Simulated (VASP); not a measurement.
## SnO: single point with PBE

SnO:

```
Sn O
1.0
     2.73265   -2.73489    0.00000
     2.73265    2.73489    0.00000
     0.00000    0.00000   10.28041
Sn O
4 4
Direct
  0.99987 0.00013 0.99143
  0.00013 0.99987 0.49143
  0.50014 0.49986 0.26557
  0.49986 0.50014 0.76557
  0.00025 0.49971 0.37850
  0.99975 0.50029 0.87850
  0.50029 0.99975 0.37850
  0.49971 0.00025 0.87850
```

| Property | Result |
| --- | --- |
| Program | VASP 6.6.1 |
| Task | single point |
| Functional | PBE |
| Potentials or basis | VASP PAW PBE potentials, release 64 (Sn_d, O) |
| Cutoff | 520 eV |
| k mesh | 4 × 4 × 2 |
| Occupations | gaussian, width 0.1 eV |
| Spin | no spin polarisation |
| Dipole correction | no |
| Further INCAR settings | ALGO = Normal; EDIFF = 1e-06; NBANDS = 50 |

The pressure is 0.2 GPa, the largest force is 0.082 eV/Å and the band gap on the k mesh is 0.59 eV.

Forces on the atoms (eV/Å):
```
Sn   0.000  0.002  0.082
Sn   0.000 -0.002  0.082
Sn   0.000 -0.002 -0.081
Sn   0.000  0.002 -0.081
O    0.001  0.003  0.000
O   -0.001 -0.003  0.000
O   -0.001  0.003  0.000
O    0.001 -0.003  0.000
```

Stress tensor (GPa, compression positive):
```
0.28 0.00 0.00
0.00 0.16 0.00
0.00 0.00 0.09
```

Levels at points of the mesh, in eV from the valence-band top:
| k point | band 36 | band 37 | band 38 | band 39 | band 40 | band 41 | band 42 | band 43 | band 44 | band 45 |
| --- | --- | --- | --- | --- | --- | --- | --- | --- | --- | --- |
| (0.00, 0.00, 0.00) | -2.87 | -2.87 | -2.85 | -1.94 | 0.00 | 1.74 | 1.88 | 3.40 | 3.41 | 3.79 |
| (0.50, 0.00, 0.00) | -4.43 | -2.29 | -2.29 | -1.52 | -1.52 | 2.43 | 2.43 | 2.99 | 2.99 | 5.62 |
| (0.50, 0.50, 0.00) | -2.22 | -2.22 | -2.22 | -1.73 | -1.73 | 0.59 | 0.59 | 2.66 | 2.66 | 3.65 |
| (0.00, 0.00, 0.50) | -2.87 | -2.86 | -2.86 | -0.71 | -0.71 | 1.69 | 1.69 | 3.89 | 3.89 | 3.90 |
| (0.50, 0.00, 0.50) | -4.44 | -1.89 | -1.89 | -1.89 | -1.89 | 2.70 | 2.70 | 2.70 | 2.70 | 5.79 |
| (0.50, 0.50, 0.50) | -2.22 | -2.03 | -2.03 | -2.02 | -2.02 | 1.31 | 1.31 | 1.31 | 1.31 | 5.08 |

It took 120 s on 1 thread of Intel(R) Xeon(R) Platinum 8488C (Sapphire Rapids), on a shared host, peak memory 0.3 GiB.

Caveat: spin-orbit coupling is left out, which moves the levels of the heavy elements. A k mesh can miss the band edges.
